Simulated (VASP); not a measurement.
Wanted: the native input for a VASP 6.6.1 run.

| Quantity | Value |
| --- | --- |
| Task | single point |
| Functional | PBE |
| Potentials or basis | VASP PAW PBE potentials, release 64 (Ru_pv) |
| Cutoff | 520 eV |
| k mesh | 22 × 22 × 22 |
| Occupations | gaussian, width 0.15 eV |
| Spin | no spin polarisation |
| Dipole correction | no |
| Further INCAR settings | ALGO = Fast; EDIFF = 1e-06; NBANDS = 13 |

The structure of Ru lies in POSCAR:

```
Ru
1.0
    0.0000000000      2.0207846791      1.6028864075
    2.0207846791      0.0000000000      1.6028864075
    2.0207846791      2.0207846791      0.0000000000
Ru
1
Direct
    0.0000000000      0.0000000000      0.0000000000
```

This cell differs from its parent crystal: volume 13.091 Å^3 an atom, c/a of the conventional cell 0.7932.

These files were run (other wordings do the same):

INCAR

```
PREC     = Accurate       # precision mode
ENCUT    = 520            # plane-wave cutoff, eV
EDIFF    = 1E-6           # SCF threshold, eV
ISMEAR   = 0              # smearing method
SIGMA    = 0.15           # smearing width, eV
LREAL    = F              # projectors in reciprocal space
LASPH    = T              # aspherical terms in the spheres
NELM     = 80             # most SCF steps
ALGO     = Fast           # electronic algorithm
ISIF     = 2              # what is computed and relaxed
LWAVE    = F              # write WAVECAR
LCHARG   = F              # write CHGCAR
GGA      = PE             # functional
NBANDS   = 13             # bands
```

KPOINTS

```
regular mesh
0
Gamma
  22 22 22
```

Potentials or basis: VASP PAW PBE potentials, release 64 (Ru_pv).

Launch:

```console
$ cat potpaw_PBE.64/Ru_pv/POTCAR > POTCAR
$ mpirun -np 1 vasp_std > vasp.out
```

It gave:

The pressure is 26.0 GPa. The band gap on the k mesh is zero (band 7 reaches 15.82 eV, above the bottom of band 8 at 11.67 eV).

Wall time 2 min on 1 thread of AMD EPYC 7R43 64-Core Processor (Zen 3) (shared host), peak memory 0.2 GiB.
